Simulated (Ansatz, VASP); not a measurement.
Two plane-wave programs on Ga

```
CELL_PARAMETERS angstrom
2.23185 -3.79323 0.00000
2.23185 3.79323 0.00000
0.00000 0.00000 4.53464
ATOMIC_POSITIONS crystal
Ga 0.84423 0.15577 0.08558
Ga 0.65577 0.34423 0.58558
Ga 0.15577 0.84423 0.91442
Ga 0.34423 0.65577 0.41442
```

Alike in both runs: task single point; functional r2SCAN; k mesh 11 × 11 × 9; occupations fermi-dirac, width 0.1 eV; no spin polarisation.

|  | VASP | Ansatz |
| --- | --- | --- |
| version | VASP 6.6.1 | Ansatz 0.2.0 |
| potentials or method | VASP PAW PBE potentials, release 64 (Ga_d), cutoff 520 eV | plane waves (500 eV) with PAW, scalar-relativistic |
| valence electrons in the cell | 52 | 52 |

Ansatz gave:

- pressure (GPa): 0.1
- traceless stress, the component that is largest in VASP (GPa): -0.25

**Question.** Estimate VASP's values.

**Answer.** Pressure (GPa): 0.2; traceless stress, the component that is largest in VASP (GPa): -0.32.

VASP's potentials were made for PBE, not for r2SCAN.
